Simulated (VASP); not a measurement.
# Ca (I4_1/amd) in VASP: single point with r2SCAN

Aim: the single point of Ca with r2SCAN.

Program: VASP 6.6.1. These are calculated values, not measurements. Logs are shortened: lines on timing, memory, paths and dates and some standing lists are left out, and cuts for length are marked.

**1. The cell of the first run**

Symmetry: I4_1/amd, No. 141, tetragonal system. Conventional cell: a = 6.885 Å, b = 6.885 Å, c = 3.756 Å, α = 90.00°, β = 90.00°, γ = 90.00°. Ca (site symmetry -4m2) has 10 Ca at 3.57 to 4.45 Å within 4.7 Å.

**2. Single point, r2SCAN**

POSCAR reads:

```
Ca
1.0
   -3.4425263958      3.4425263958      1.8779616961
    3.4425263958     -3.4425263958      1.8779616961
    3.4425263958      3.4425263958     -1.8779616961
Ca
2
Direct
    0.0000000000      0.0000000000      0.0000000000
    0.7500000000      0.2500000000      0.5000000000
```

INCAR.step1 reads:

```
SYSTEM = Ca
ALGO     = Normal         ! electronic algorithm
EDIFF    = 1E-4           ! SCF threshold, eV
ENCUT    = 520            ! plane-wave cutoff, eV
GGA      = PE             ! functional
ISMEAR   = 0              ! smearing method
LASPH    = .TRUE.         ! aspherical terms in the spheres
LCHARG   = .FALSE.        ! write CHGCAR
LREAL    = .FALSE.        ! projectors in reciprocal space
LWAVE    = .TRUE.         ! write WAVECAR
NBANDS   = 17             ! bands
NELM     = 100            ! most SCF steps
PREC     = Accurate       ! precision mode
SIGMA    = 0.1            ! smearing width, eV
```

INCAR.step2 reads:

```
SYSTEM = Ca
ALGO     = Normal         ! electronic algorithm
EDIFF    = 1E-6           ! SCF threshold, eV
ENCUT    = 520            ! plane-wave cutoff, eV
ISIF     = 2              ! what is computed and relaxed
ISMEAR   = 0              ! smearing method
ISTART   = 1            
LASPH    = .TRUE.         ! aspherical terms in the spheres
LCHARG   = .FALSE.        ! write CHGCAR
LMIXTAU  = .TRUE.       
LREAL    = .FALSE.        ! projectors in reciprocal space
LWAVE    = .FALSE.        ! write WAVECAR
METAGGA  = R2SCAN         ! meta-GGA
NBANDS   = 17             ! bands
NELM     = 100            ! most SCF steps
PREC     = Accurate       ! precision mode
SIGMA    = 0.1            ! smearing width, eV
```

KPOINTS reads:

```
k-points
0
G
  6 6 6
  0 0 0
```

Potentials or basis: VASP PAW PBE potentials, release 64 (Ca_sv).

On the command line:

```bash
> cat potpaw_PBE.64/Ca_sv/POTCAR > POTCAR
> cp INCAR.step1 INCAR
> mpirun -np 1 vasp_std > vasp.out
> cp INCAR.step2 INCAR
> mpirun -np 1 vasp_std > vasp.out
```

OUTCAR:

```text
SYSTEM = Ca
   EDIFF = 1E-6
   ENCUT = 520
   ISIF = 2
   ISMEAR = 0
   ISTART = 1
   LASPH = .TRUE.
   LREAL = .FALSE.
   METAGGA = R2SCAN
   NELM = 100
   PREC = Accurate

 ion  position               nearest neighbor table
   1  0.000  0.000  0.000-
   2  0.750  0.250  0.500-

  LATTYP: Found a body centered tetragonal cell.
 ALAT       =     6.8850527916
 C/A-ratio  =     0.5455184595

  Lattice vectors:

 A1 = (  -3.4425263958,   3.4425263958,   1.8779616961)
 A2 = (   3.4425263958,  -3.4425263958,   1.8779616961)
 A3 = (   3.4425263958,   3.4425263958,  -1.8779616961)

Analysis of symmetry for initial positions (statically):
=====================================================================
 Subroutine PRICEL returns:
 Original cell was already a primitive cell.

 Routine SETGRP: Setting up the symmetry group for a
 body centered tetragonal supercell.

 Subroutine GETGRP returns: Found 16 space group operations
 (whereof  8 operations were pure point group operations)
 out of a pool of 16 trial point group operations.

The static configuration has the point symmetry D_2d.
 The point group associated with its full space group is D_4h.

Analysis of symmetry for dynamics (positions and initial velocities):
=====================================================================
 Subroutine PRICEL returns:
 Original cell was already a primitive cell.

 Routine SETGRP: Setting up the symmetry group for a
 body centered tetragonal supercell.

 Subroutine GETGRP returns: Found 16 space group operations
 (whereof  8 operations were pure point group operations)
 out of a pool of 16 trial point group operations.

The dynamic configuration has the point symmetry D_2d.
 The point group associated with its full space group is D_4h.

 Subroutine INISYM returns: Found 16 space group operations
 (whereof  8 operations are pure point group operations),
 and found     1 'primitive' translations

----------------------------------------------------------------------------------------

                                     Primitive cell

  volume of cell :      89.0228

  direct lattice vectors                    reciprocal lattice vectors
    -3.442526396  3.442526396  1.877961696     0.000000000  0.145242169  0.266246112
     3.442526396 -3.442526396  1.877961696     0.145242169  0.000000000  0.266246112
     3.442526396  3.442526396 -1.877961696     0.145242169  0.145242169  0.000000000

  length of vectors
     5.218114229  5.218114229  5.218114229     0.303285805  0.303285805  0.205403445

  position of ions in fractional coordinates (direct lattice)
     0.000000000  0.000000000  0.000000000
     0.750000000  0.250000000  0.500000000

  ion indices of the primitive-cell ions
   primitive index   ion index
                 1           1
                 2           2

----------------------------------------------------------------------------------------

 KPOINTS: k-points

Automatic generation of k-mesh.
 Grid dimensions read from file:
 generate k-points for:    6    6    6

 Generating k-lattice:

  Cartesian coordinates                     Fractional coordinates (reciprocal lattice)
     0.000000000  0.024207028  0.044374352     0.166666667  0.000000000 -0.000000000
     0.024207028  0.000000000  0.044374352     0.000000000  0.166666667 -0.000000000
     0.024207028  0.024207028  0.000000000     0.000000000  0.000000000  0.166666667

  Length of vectors
     0.050547634  0.050547634  0.034233907

  Shift w.r.t. Gamma in fractional coordinates (k-lattice)
     0.000000000  0.000000000  0.000000000

 Subroutine IBZKPT returns following result:
 ===========================================

 Found     30 irreducible k-points:

 Following reciprocal coordinates:
            Coordinates               Weight
  0.000000  0.000000  0.000000      1.000000
  0.166667  0.000000  0.000000      8.000000
  0.333333  0.000000 -0.000000      8.000000
  0.500000  0.000000  0.000000      4.000000
  0.166667  0.166667 -0.000000      8.000000
  0.333333  0.166667 -0.000000     16.000000
[... 16 lines left out ...]
 -0.333333 -0.333333  0.166667      8.000000
 -0.166667 -0.333333  0.166667      8.000000
 [... further k-points ...]
   k-points           NKPTS =     30   k-points in BZ     NKDIM =     30   number of bands    NBANDS=     17
   number of dos      NEDOS =    301   number of ions     NIONS =      2
   total plane-waves  NPLWV =  64000
   dimension x,y,z NGX =    40 NGY =   40 NGZ =   40
   dimension x,y,z NGXF=    80 NGYF=   80 NGZF=   80
   ions per type =               2
   NGX,Y,Z   is equivalent  to a cutoff of  12.74, 12.74, 12.74 a.u.
   NGXF,Y,Z  is equivalent  to a cutoff of  25.49, 25.49, 25.49 a.u.
 SYSTEM =  Ca
   PREC   = accura    normal or accurate (medium, high low for compatibility)
   ISTART =      1    job   : 0-new  1-cont  2-samecut
   ICHARG =      0    charge: 1-file 2-atom 10-const
   ISPIN  =      1    spin polarized calculation?
   LNONCOLLINEAR =      F non collinear calculations
   LSORBIT =      F    spin-orbit coupling
   LASPH  =      T    aspherical Exc in radial PAW
   ENCUT  =  520.0 eV  38.22 Ry    6.18 a.u.   9.70  9.70  9.70*2*pi/ulx,y,z
   NELM   =    100;   NELMIN=  2; NELMDL=  0     # of ELM steps
   EDIFF  = 0.1E-05   stopping-criterion for ELM
   LREAL  =      F    real-space projection
   EDIFFG = 0.1E-04   stopping-criterion for IOM
   NSW    =      0    number of steps for IOM
   IBRION =     -1    ionic relax: 0-MD 1-quasi-New 2-CG
   NFREE  =      0    steps in history (QN), initial steepest desc. (CG)
   ISIF   =      2    stress and relaxation
   ISYM   =      2    0-nonsym 1-usesym 2-fastsym
   POTIM  = 0.5000    time-step for ionic-motion
   TEBEG  =    0.0;   TEEND  =   0.0 temperature during run
   PSTRESS=    0.0 pullay stress
   NELECT =      20.0000    total number of electrons
   NUPDOWN=      -1.0000    fix difference up-down
   EMIN   =  10.00;   EMAX   =-10.00  energy-range for DOS
   EFERMI =   0.00;   METHOD = LEGACY
   ISMEAR =     0;   SIGMA  =   0.10  broadening in eV -4-tet -1-fermi 0-gaus
   EFERMI_NEDOS =   21; number of points for ismear=-14 and -15
   IALGO  =     38    algorithm
   IMIX   =      4    mixing-type and parameters
     AMIX     =   0.40;   BMIX     =  1.00
     AMIX_MAG =   1.60;   BMIX_MAG =  1.00
  volume/ion in A,a.u.               =      44.51       300.38
  Fermi-wavevector in a.u.,A,eV,Ry     =   0.995217  1.880687 13.475981  0.990457
  Thomas-Fermi vector in A             =   2.127222
   LORBIT       =      0    0 simple, 1 ext, 2 COOP (PROOUT), +10 PAW based schemes
   METAGGA = R2SCAN    functional components
   LHFCALC =     F    Hartree Fock is set to
   AEXX    =    0.0000 exact exchange contribution
   IVDW    =     0    specifies the selected vdW correction
   LEPSILON=     F    determine dielectric tensor
   LRPA    =     F    only Hartree local field effects (RPA)
 non-spin polarized calculation
 Gauss-broadening in eV      SIGMA  =   0.10
  energy-cutoff  :      520.00
  volume of cell :       89.02
 maximum number of plane-waves:      2419
   NGX = 19   NGY = 19   NGZ = 19

 number of electron      20.0000004 magnetization

 Free energy of the ion-electron system (eV)
  ---------------------------------------------------
  ext. energy  EPLUGINS =         0.00000000
  ---------------------------------------------------
  free energy    TOTEN  =       -13.56516039 eV

  energy without entropy =      -13.55464445  energy(sigma->0) =      -13.55990242

 E-fermi :   1.7832     XC(G=0):  -8.0138

 val. band max:        1.7684808846   @ k =   0.1667   0.0000   0.0000
 cond. band min:       1.8087958356   @ k =  -0.3333  -0.3333   0.3333
 fundamental gap:      0.0403149510
 Fermi energy:         1.7832182699

 k-point     1 :       0.0000    0.0000    0.0000
  band No.  band energies     occupation
      1     -42.2958      2.00000
      2     -42.2653      2.00000
      3     -22.4620      2.00000
      4     -22.4620      2.00000
      5     -22.3233      2.00000
      6     -22.3213      2.00000
[... 9 lines left out ...]
     16       5.2179      0.00000
     17       5.2194      0.00000

 k-point     2 :       0.1667    0.0000    0.0000
  band No.  band energies     occupation
      1     -42.2921      2.00000
      2     -42.2650      2.00000
      3     -22.4596      2.00000
      4     -22.4487      2.00000
      5     -22.3538      2.00000
      6     -22.3491      2.00000
[... 9 lines left out ...]
     16       4.6328      0.00000
     17       4.7448      0.00000

 k-point     3 :       0.3333    0.0000   -0.0000
  band No.  band energies     occupation
      1     -42.2842      2.00000
      2     -42.2651      2.00000
      3     -22.4547      2.00000
      4     -22.4349      2.00000
      5     -22.4115      2.00000
      6     -22.3860      2.00000
[... 9 lines left out ...]
     16       4.3579      0.00000
     17       4.9768      0.00000

 k-point     4 :       0.5000    0.0000    0.0000
  band No.  band energies     occupation
      1     -42.2795      2.00000
      2     -42.2658      2.00000
      3     -22.4529      2.00000
      4     -22.4523      2.00000
      5     -22.4371      2.00000
      6     -22.3723      2.00000
[... 9 lines left out ...]
     16       4.6341      0.00000
     17       5.1629      0.00000
[... 343 lines left out ...]
      1     -42.2804      2.00000
      2     -42.2688      2.00000
      3     -22.4614      2.00000
      4     -22.4441      2.00000
      5     -22.4075      2.00000
      6     -22.3924      2.00000
[... 9 lines left out ...]
     16       4.5076      0.00000
     17       5.2075      0.00000

 k-point    23 :      -0.3333   -0.3333    0.1667
  band No.  band energies     occupation
      1     -42.2802      2.00000
      2     -42.2689      2.00000
      3     -22.4613      2.00000
      4     -22.4540      2.00000
      5     -22.4061      2.00000
      6     -22.4001      2.00000
[... 9 lines left out ...]
     16       4.4542      0.00000
     17       5.1888      0.00000

 k-point    24 :      -0.1667   -0.3333    0.1667
  band No.  band energies     occupation
      1     -42.2817      2.00000
      2     -42.2636      2.00000
      3     -22.4562      2.00000
      4     -22.4526      2.00000
      5     -22.4302      2.00000
      6     -22.4224      2.00000
[... 9 lines left out ...]
     16       4.1903      0.00000
     17       5.6731      0.00000

 [... further k-points ...]
[... 5 lines left out ...]
  --------------------------------------------------------------------------------------
  -------------------------------------------------------------------------------------
  Total       -0.2964038     -0.2964038     -0.3251401      0.0000000      0.0000000      0.0000000
  in kB       -5.3344919     -5.3344919     -5.8516699      0.0000000      0.0000000      0.0000000
  external PRESSURE =      -5.5068846 kB  Pullay stress =       0.0000000 kB

 VOLUME and BASIS-vectors are now :
 -----------------------------------------------------------------------------
  energy-cutoff  :      520.00
  volume of cell :       89.02
      direct lattice vectors                 reciprocal lattice vectors
    -3.442526396  3.442526396  1.877961696     0.000000000  0.145242169  0.266246112
     3.442526396 -3.442526396  1.877961696     0.145242169  0.000000000  0.266246112
     3.442526396  3.442526396 -1.877961696     0.145242169  0.145242169  0.000000000

 POSITION                                       TOTAL-FORCE (eV/Angst)
 -----------------------------------------------------------------------------------
      0.00000      0.00000      0.00000         0.000000     -0.000000     -0.000000
      0.00000      3.44253      0.93898        -0.000000      0.000000      0.000000
 -----------------------------------------------------------------------------------
    total drift:                               -0.000000      0.000000     -0.000000

  FREE ENERGIE OF THE ION-ELECTRON SYSTEM (eV)
  ---------------------------------------------------
  free  energy   TOTEN  =       -13.5651603947 eV

  energy  without entropy=      -13.5546444475  energy(sigma->0) =      -13.55990242
```

Wall time 89 s (1 thread of Intel Xeon 6975P-C (Granite Rapids), shared host); peak memory 0.26 GiB.

Results:

```
Free energy            : -13.5652 eV
Pressure               : -0.6 GPa
Band gap on the k mesh : zero (band 10 reaches 2.49 eV, above the bottom of band 11 at 1.18 eV)
```

Caveat: the PAW data sets were made with another functional, which shifts forces and pressure a little.
